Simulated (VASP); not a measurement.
Write the native input for VASP 6.6.1 that does the following.

```yaml
Task: single point
Functional: PBEsol
Potentials_or_basis: VASP PAW PBE potentials, release 64 (Ta_pv, N)
Cutoff: 520 eV
k_mesh: 10 × 10 × 6
Occupations: gaussian, width 0.1 eV
Spin: no spin polarisation
Hubbard_terms: Ta d U = 2.0 eV
Dipole_correction: no
Further_INCAR_settings: ALGO = Normal; EDIFF = 1e-06; NBANDS = 20
```

The structure of Ta2N lies in POSCAR:

```
Ta2N
1.0
    3.1334770837      0.0000000000      0.0000000000
   -1.5667385418      2.7136707566      0.0000000000
    0.0000000000      0.0000000000      4.9020925425
Ta N
2 1
Direct
    0.3333333333      0.6666666667      0.2547110000
    0.6666666667      0.3333333333      0.7452890000
    0.0000000000      0.0000000000      0.0000000000
```

These files were run (other wordings do the same):

INCAR

```
SYSTEM = Ta2N
PREC = Accurate ; ENCUT = 520
EDIFF = 1E-6 ; ISMEAR = 0
SIGMA = 0.1 ; LREAL = .FALSE.
LASPH = .TRUE. ; NELM = 150
ALGO = Normal ; ISIF = 2
LWAVE = .FALSE. ; LCHARG = .FALSE.
LMAXMIX = 4 ; LDAU = .TRUE.
LDAUTYPE = 2 ; LDAUL = 2 -1
LDAUU = 2 0 ; LDAUJ = 0 0
LDAUPRINT = 1 ; GGA = PS
NBANDS = 20
```

KPOINTS

```
regular mesh
0
G
  10 10 6
  0 0 0
```

Potentials or basis: VASP PAW PBE potentials, release 64 (Ta_pv, N).

Command:

```bash
$ cat potpaw_PBE.64/Ta_pv/POTCAR potpaw_PBE.64/N/POTCAR > POTCAR
$ mpirun -np 1 vasp_std > vasp.out
```

It gave:

- Pressure: -8.5 GPa
- Largest force: 0.093 eV/Å

Caveat: the PAW data sets were made with another functional, which shifts forces and pressure a little; U without spin polarisation on a metal has little footing.

It took 20 s on 1 thread of Intel(R) Xeon(R) 6975P-C (Granite Rapids), with other jobs on the host, peak memory 0.19 GiB.
